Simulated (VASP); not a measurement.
The system is ZrGe2Pd3.

```
Zr Ge Pd
1.0
     4.28933    0.00000    0.00000
    -2.14467    3.71467    0.00000
     0.00000    0.00000    6.68477
Zr Ge Pd
1 2 3
Direct
  0.00000 0.00000 0.00000
  0.00000 0.00000 0.67384
  0.00000 0.00000 0.32616
  0.50000 0.00000 0.50000
  0.00000 0.50000 0.50000
  0.50000 0.50000 0.50000
```

The cell was built from a structure type or drawn by symmetry, and may not be a known phase.

* Program: VASP 6.6.1
* Task: relaxation of cell and atoms
* Functional: PBE
* Potentials or basis: VASP PAW PBE potentials, release 64 (Zr_sv, Ge_d, Pd)
* Cutoff: 600 eV
* k mesh: 4 × 4 × 3
* Occupations: gaussian, width 0.2 eV
* Spin: no spin polarisation

At the start: pressure 98.5 GPa; volume 17.75 Å³/atom.

**Question.** Where does the relaxation end?

**Answer.** Over 9 steps the energy falls by 2226.0 meV/atom and the volume is 28.69 Å³/atom (+61.6 %); space group P6/mmm (No. 191, to 0.1 Å) before and after.

Step by step:
```
step  energy change (eV)  largest force (eV/Å)  pressure (GPa)  volume (Å³)
   1              0.0000                0.8962           98.48       106.51
   2             -2.8322                0.7325           -8.38       377.16
   3            -12.7555                1.8659           -5.33       190.72
   4            -13.0048                1.9768           -3.24       181.84
   5            -13.1181                2.1185            0.78       169.95
   6            -13.1212                2.1008            0.15       171.53
   7            -13.3506                0.1821           -0.36       173.47
   8            -13.3507                0.1653           -0.35       173.48
   9            -13.3562                0.0441            0.18       172.15
```

Final structure:
```
Zr Ge Pd
1.0
     5.07481    0.00000    0.00000
    -2.53741    4.39492    0.00000
     0.00000    0.00000    7.71843
Zr Ge Pd
1 2 3
Direct
  0.00000 0.00000 0.00000
  0.00000 0.00000 0.65773
  0.00000 0.00000 0.34227
  0.50000 0.00000 0.50000
  0.00000 0.50000 0.50000
  0.50000 0.50000 0.50000
```

Caveat: the k points lie up to 0.36 Å⁻¹ apart in the final cell; the volume moved by over 15 % at a fixed basis, so the end points are rough; the relaxation stopped at a loose force limit of 0.08 eV/Å, so its end isn't a converged minimum.
